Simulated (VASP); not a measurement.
# Ti6C4OF3 in VASP: single point with PBE

Aim: the single point of Ti6C4OF3 with PBE.

All numbers are computed with VASP 6.6.1; they aren't measurements. Logs are shortened: lines on timing, memory, paths and dates and some standing lists are left out, and cuts for length are marked.

### 1 The cell of the first run

The cell holds a sheet with vacuum, 28 atoms: a = 6.120 Å, b = 6.120 Å, c = 38.000 Å, α = 90.00°, β = 90.00°, γ = 119.99°.

### 2 Single point, PBE

Input file INCAR:

```
SYSTEM = Ti6C4OF3
PREC = Accurate
ENCUT = 520
EDIFF = 1E-7
ISMEAR = 0
SIGMA = 0.05
LREAL = Auto
LASPH = .TRUE.
NELM = 80
ALGO = Normal
ISIF = 2
LWAVE = .FALSE.
LCHARG = .FALSE.
LDIPOL = .TRUE.
IDIPOL = 3
DIPOL = 0.5 0.5 0.330
GGA = PE
NBANDS = 135
KPAR = 4
```

Input file KPOINTS:

```
Automatic mesh
0
G
  5 5 1
  0 0 0
```

Input file POSCAR:

```
Ti6C4OF3
1.0
    6.1204244839      0.0002935648      0.0000000000
   -3.0599580074      5.3005898674      0.0000000000
    0.0000000000      0.0000000000     37.9999999952
Ti C O F
12 8 2 6
Direct
   -0.0009340930      0.0009340930      0.3296385999
    0.3187931263      0.1593835423      0.3939600779
    0.1812068737      0.3406164577      0.2665662380
   -0.0023526824      0.4976473176      0.3302631579
    0.3332409570      0.6667590430      0.3928433131
    0.1667590430      0.8332409570      0.2676830027
    0.5023526824      0.0023526824      0.3302631579
    0.8400695028      0.1599304972      0.3938795146
    0.6599304972      0.3400695028      0.2666468013
    0.5009340930      0.4990659070      0.3308877160
    0.8406164577      0.6812068737      0.3939600779
    0.6593835423      0.8187931263      0.2665662380
    0.1662444779      0.3336538982      0.3638694274
    0.3337555221      0.1663461018      0.2966568885
    0.1668603530      0.8331396470      0.3638276597
    0.3331396470      0.6668603530      0.2966986562
    0.6671834863      0.3328165137      0.3647500516
    0.8328165137      0.1671834863      0.2957762642
    0.6663461018      0.8337555221      0.3638694274
    0.8336538982      0.6662444779      0.2966568885
    0.0007826329     -0.0007826329      0.4215348276
    0.4992173671      0.5007826329      0.2389914883
    0.0030253004     -0.0030253004      0.2351236518
    0.0069622700      0.5036827976      0.4254824877
    0.0036827976      0.5069622700      0.2350438281
    0.4963172024     -0.0069622700      0.4254824877
    0.4930377300     -0.0036827976      0.2350438281
    0.4969746996      0.5030253004      0.4254026640
```

Potentials or basis: VASP PAW PBE potentials, release 64 (Ti_sv, C, O, F).

The run is started by

```bash
cat potpaw_PBE.64/Ti_sv/POTCAR potpaw_PBE.64/C/POTCAR potpaw_PBE.64/O/POTCAR potpaw_PBE.64/F/POTCAR > POTCAR
mpirun -np 4 vasp_std > vasp.out
```

OUTCAR:

```text
SYSTEM = Ti6C4OF3
   PREC = Accurate
   ENCUT = 520
   EDIFF = 1E-7
   ISMEAR = 0
   LREAL = Auto
   LASPH = .TRUE.
   NELM = 80
   ISIF = 2
   GGA = PE

 ion  position               nearest neighbor table
   1  0.999  0.001  0.330-  14 2.17  20 2.17  18 2.18  19 2.19  13 2.19  15 2.20
   2  0.319  0.159  0.394-  21 1.98  15 2.08  13 2.08  17 2.15  28 2.18  26 2.18
   3  0.181  0.341  0.267-  22 1.98  16 2.08  14 2.08  18 2.15  23 2.18  25 2.18
   4  0.998  0.498  0.330-  20 2.18  13 2.18  17 2.19  18 2.19  16 2.19  15 2.19
   5  0.333  0.667  0.393-  15 2.08  19 2.08  13 2.08  24 2.13  26 2.13  28 2.13
   6  0.167  0.833  0.268-  16 2.08  20 2.08  14 2.08  27 2.13  25 2.13  23 2.13
[... 12 lines left out ...]
  19  0.666  0.834  0.364-   8 2.07  11 2.08   5 2.08  10 2.17   7 2.18   1 2.19
  20  0.834  0.666  0.297-   9 2.07  12 2.08   6 2.08   1 2.17   4 2.18  10 2.19
  21  0.001  0.999  0.422-   2 1.98  11 1.98   8 2.00
  22  0.499  0.501  0.239-   3 1.98  12 1.98   9 2.00
  23  0.003  0.997  0.235-   6 2.13  12 2.18   3 2.18
  24  0.007  0.504  0.425-   5 2.13  11 2.18   8 2.18
  25  0.004  0.507  0.235-   6 2.13   3 2.18   9 2.18
  26  0.496  0.993  0.425-   5 2.13   2 2.18   8 2.18
  27  0.493  0.996  0.235-   6 2.13  12 2.18   9 2.18
  28  0.497  0.503  0.425-   5 2.13  11 2.18   2 2.18

  LATTYP: Found a base centered orthorhombic cell.
 ALAT       =     6.1209329530
 B/A-ratio  =     1.7318589644
 C/A-ratio  =     6.2082039269

  Lattice vectors:

 A1 = (   6.1204244839,   0.0002935648,   0.0000000000)
 A2 = (  -3.0599580074,   5.3005898674,   0.0000000000)
 A3 = (   0.0000000000,   0.0000000000,  37.9999999952)

Analysis of symmetry for initial positions (statically):
=====================================================================
 Subroutine PRICEL returns:
 Original cell was already a primitive cell.

 Routine SETGRP: Setting up the symmetry group for a
 base centered orthorhombic supercell.

 Subroutine GETGRP returns: Found  4 space group operations
 (whereof  2 operations were pure point group operations)
 out of a pool of  8 trial point group operations.

The static configuration has the point symmetry C_1h.
 The point group associated with its full space group is C_2h.

Analysis of symmetry for dynamics (positions and initial velocities):
=====================================================================
 Subroutine PRICEL returns:
 Original cell was already a primitive cell.

 Routine SETGRP: Setting up the symmetry group for a
 base centered orthorhombic supercell.

 Subroutine GETGRP returns: Found  4 space group operations
 (whereof  2 operations were pure point group operations)
 out of a pool of  8 trial point group operations.

The dynamic configuration has the point symmetry C_1h.
 The point group associated with its full space group is C_2h.

 Subroutine INISYM returns: Found  4 space group operations
 (whereof  2 operations are pure point group operations),
 and found     1 'primitive' translations

----------------------------------------------------------------------------------------

                                     Primitive cell

  volume of cell :    1232.8248

  direct lattice vectors                    reciprocal lattice vectors
     6.120424484  0.000293565  0.000000000     0.163382836  0.094318676  0.000000000
    -3.059958007  5.300589867  0.000000000    -0.000009049  0.188653025  0.000000000
     0.000000000  0.000000000 37.999999995     0.000000000  0.000000000  0.026315789

  length of vectors
     6.120424491  6.120424491 37.999999995     0.188653025  0.188653025  0.026315789

  position of ions in fractional coordinates (direct lattice)
     0.999065907  0.000934093  0.329638600
     0.318793126  0.159383542  0.393960078
     0.181206874  0.340616458  0.266566238
     0.997647318  0.497647318  0.330263158
     0.333240957  0.666759043  0.392843313
     0.166759043  0.833240957  0.267683003
[... 20 lines left out ...]
     0.493037730  0.996317202  0.235043828
     0.496974700  0.503025300  0.425402664

  ion indices of the primitive-cell ions
   primitive index   ion index
                 1           1
                 2           2
                 3           3
                 4           4
                 5           5
                 6           6
[... 20 lines left out ...]
                27          27
                28          28

----------------------------------------------------------------------------------------

 KPOINTS: Automatic mesh

Automatic generation of k-mesh.
 Grid dimensions read from file:
 generate k-points for:    5    5    1

 Generating k-lattice:

  Cartesian coordinates                     Fractional coordinates (reciprocal lattice)
     0.032676567  0.018863735  0.000000000     0.200000000 -0.000000000  0.000000000
    -0.000001810  0.037730605  0.000000000    -0.000000000  0.200000000  0.000000000
     0.000000000  0.000000000  0.026315789     0.000000000  0.000000000  1.000000000

  Length of vectors
     0.037730605  0.037730605  0.026315789

  Shift w.r.t. Gamma in fractional coordinates (k-lattice)
     0.000000000  0.000000000  0.000000000

 Subroutine IBZKPT returns following result:
 ===========================================

 Found      9 irreducible k-points:

 Following reciprocal coordinates:
            Coordinates               Weight
  0.000000  0.000000  0.000000      1.000000
  0.200000 -0.000000  0.000000      4.000000
  0.400000 -0.000000  0.000000      4.000000
  0.200000  0.200000  0.000000      2.000000
  0.400000  0.200000  0.000000      4.000000
 -0.400000  0.200000  0.000000      4.000000
 -0.200000  0.200000  0.000000      2.000000
  0.400000  0.400000  0.000000      2.000000
 -0.400000  0.400000  0.000000      2.000000
   k-points           NKPTS =      9   k-points in BZ     NKDIM =      9   number of bands    NBANDS=    135
   number of dos      NEDOS =    301   number of ions     NIONS =     28
   total plane-waves  NPLWV = 663552
   dimension x,y,z NGX =    48 NGY =   48 NGZ =  288
   dimension x,y,z NGXF=    96 NGYF=   96 NGZF=  576
   ions per type =              12   8   2   6
   NGX,Y,Z   is equivalent  to a cutoff of  13.04, 13.04, 12.60 a.u.
   NGXF,Y,Z  is equivalent  to a cutoff of  26.08, 26.08, 25.20 a.u.
 SYSTEM =  Ti6C4OF3
   PREC   = accura    normal or accurate (medium, high low for compatibility)
   ISTART =      0    job   : 0-new  1-cont  2-samecut
   ICHARG =      2    charge: 1-file 2-atom 10-const
   ISPIN  =      1    spin polarized calculation?
   LNONCOLLINEAR =      F non collinear calculations
   LSORBIT =      F    spin-orbit coupling
   LASPH  =      T    aspherical Exc in radial PAW
   ENCUT  =  520.0 eV  38.22 Ry    6.18 a.u.  11.38 11.38 70.65*2*pi/ulx,y,z
   NELM   =     80;   NELMIN=  2; NELMDL= -5     # of ELM steps
   EDIFF  = 0.1E-06   stopping-criterion for ELM
   LREAL  =      T    real-space projection
   EDIFFG = 0.1E-05   stopping-criterion for IOM
   NSW    =      0    number of steps for IOM
   IBRION =     -1    ionic relax: 0-MD 1-quasi-New 2-CG
   NFREE  =      0    steps in history (QN), initial steepest desc. (CG)
   ISIF   =      2    stress and relaxation
   ISYM   =      2    0-nonsym 1-usesym 2-fastsym
   POTIM  = 0.5000    time-step for ionic-motion
   TEBEG  =    0.0;   TEEND  =   0.0 temperature during run
   PSTRESS=    0.0 pullay stress
   NELECT =     230.0000    total number of electrons
   NUPDOWN=      -1.0000    fix difference up-down
   EMIN   =  10.00;   EMAX   =-10.00  energy-range for DOS
   EFERMI =   0.00;   METHOD = LEGACY
   ISMEAR =     0;   SIGMA  =   0.05  broadening in eV -4-tet -1-fermi 0-gaus
   EFERMI_NEDOS =   21; number of points for ismear=-14 and -15
   IALGO  =     38    algorithm
   IMIX   =      4    mixing-type and parameters
     AMIX     =   0.40;   BMIX     =  1.00
     AMIX_MAG =   1.60;   BMIX_MAG =  1.00
  volume/ion in A,a.u.               =      44.03       297.13
  Fermi-wavevector in a.u.,A,eV,Ry     =   0.935442  1.767730 11.905808  0.875052
  Thomas-Fermi vector in A             =   2.062350
   LORBIT       =      0    0 simple, 1 ext, 2 COOP (PROOUT), +10 PAW based schemes
   GGA     = PE    functional components
   LHFCALC =     F    Hartree Fock is set to
   AEXX    =    0.0000 exact exchange contribution
   IVDW    =     0    specifies the selected vdW correction
   LEPSILON=     F    determine dielectric tensor
   LRPA    =     F    only Hartree local field effects (RPA)
 non-spin polarized calculation
 Gauss-broadening in eV      SIGMA  =   0.05
  energy-cutoff  :      520.00
  volume of cell :     1232.82
 maximum number of plane-waves:     33268
 NGX is ok and might be reduce to    48
   NGX = 23   NGY = 23   NGZ =141

 dipolmoment           0.000000      0.000000      0.000023 electrons x Angstroem

 number of electron     229.9999999 magnetization

 dipolmoment           0.000000      0.000000     -0.000010 electrons x Angstroem

 Free energy of the ion-electron system (eV)
  ---------------------------------------------------
  ext. energy  EPLUGINS =         0.00000000
  ---------------------------------------------------
  free energy    TOTEN  =      -239.22027554 eV

  energy without entropy =     -239.20017733  energy(sigma->0) =     -239.21022643

 E-fermi :  -1.9387     XC(G=0):  -3.1336

 val. band max:       -1.9412420353   @ k =   0.2000   0.2000   0.0000
 cond. band min:      -1.9278487499   @ k =   0.4000  -0.0000   0.0000
 fundamental gap:      0.0133932854
 Fermi energy:        -1.9386590264

 k-point     1 :       0.0000    0.0000    0.0000
  band No.  band energies     occupation
      1     -59.8180      2.00000
      2     -59.8175      2.00000
      3     -59.7062      2.00000
      4     -59.7056      2.00000
      5     -59.6708      2.00000
      6     -59.6706      2.00000
[... 119 lines left out ...]
    126      -0.1691      0.00000
    127      -0.1648      0.00000

 k-point     2 :       0.2000   -0.0000    0.0000
  band No.  band energies     occupation
      1     -59.8169      2.00000
      2     -59.8164      2.00000
      3     -59.7045      2.00000
      4     -59.7039      2.00000
      5     -59.6729      2.00000
      6     -59.6728      2.00000
[... 1029 lines left out ...]
    126      -0.7440      0.00000
    127      -0.6699      0.00000
 [bands above 127 left out]

------------------------ aborting loop because EDIFF is reached ----------------------------------------

 vacuum level on the upper side and lower side of the slab       (xc-potential included)        -0.005        -0.005

  FORCE on cell =-STRESS in cart. coord.  units (eV):
  Direction    XX          YY          ZZ          XY          YZ          ZX
  --------------------------------------------------------------------------------------
  -------------------------------------------------------------------------------------
  Total        0.7178373      0.7843698      0.3623232      0.0576188      0.0429695     -0.0744250
  in kB        0.9329003      1.0193658      0.4708748      0.0748813      0.0558430     -0.0967227
  external PRESSURE =       0.8077136 kB  Pullay stress =       0.0000000 kB

 VOLUME and BASIS-vectors are now :
 -----------------------------------------------------------------------------
  energy-cutoff  :      520.00
  volume of cell :     1232.82
      direct lattice vectors                 reciprocal lattice vectors
     6.120424484  0.000293565  0.000000000     0.163382836  0.094318676  0.000000000
    -3.059958007  5.300589867  0.000000000    -0.000009049  0.188653025  0.000000000
     0.000000000  0.000000000 37.999999995     0.000000000  0.000000000  0.026315789

 POSITION                                       TOTAL-FORCE (eV/Angst)
 -----------------------------------------------------------------------------------
      6.11185      0.00524     12.52627         0.002754     -0.001590     -0.002376
      1.46344      0.84492     14.97048         0.024441      0.014273     -0.003328
      0.06679      1.80552     10.12952        -0.024441     -0.014273      0.003328
      4.58325      2.63812     12.55000         0.001172      0.002030     -0.000000
     -0.00068      3.53431     14.92805         0.001126     -0.000650     -0.009058
     -1.52905      4.41672     10.17195        -0.001126      0.000650      0.009058
[... 20 lines left out ...]
     -0.03109      5.28121      8.93167         0.008118      0.006908     -0.022959
      1.50246      2.66648     16.16530         0.005291     -0.003055      0.025084
 -----------------------------------------------------------------------------------
    total drift:                                0.000007     -0.000003     -0.001681

  FREE ENERGIE OF THE ION-ELECTRON SYSTEM (eV)
  ---------------------------------------------------
  free  energy   TOTEN  =      -239.2202755361 eV

  energy  without entropy=     -239.2001773268  energy(sigma->0) =     -239.21022643

 vacuum level on the upper side and lower side of the slab         3.234         3.234
```

It took 36 min on 4 MPI ranks of Intel Xeon Platinum 8375C at 2.90GHz (Ice Lake), shared host; peak memory 1.9 GiB.

Results:

```yaml
Free_energy: -239.2203 eV
Largest_force: 0.059 eV/Å
Band_gap_on_the_k_mesh: zero (bands 115 and 116 overlap by 0.24 eV)
```

Forces on the atoms (eV/Å):
```
Ti   0.003 -0.002 -0.002
Ti   0.024  0.014 -0.003
Ti  -0.024 -0.014  0.003
Ti   0.001  0.002  0.000
Ti   0.001 -0.001 -0.009
Ti  -0.001  0.001  0.009
Ti  -0.001 -0.002  0.000
Ti  -0.021  0.012  0.010
Ti   0.021 -0.012 -0.010
Ti  -0.003  0.002  0.002
Ti   0.000 -0.028 -0.003
Ti   0.000  0.028  0.003
C    0.006 -0.002 -0.005
C   -0.006  0.002  0.005
C    0.006 -0.003 -0.009
C   -0.006  0.003  0.009
C    0.001 -0.001 -0.015
C   -0.001  0.001  0.015
C    0.005 -0.005 -0.005
C   -0.005  0.005  0.005
O   -0.017  0.010  0.055
O    0.017 -0.010 -0.055
F   -0.005  0.003 -0.025
F   -0.008 -0.007  0.023
F   -0.002 -0.010 -0.023
F    0.002  0.010  0.023
F    0.008  0.007 -0.023
F    0.005 -0.003  0.025
```
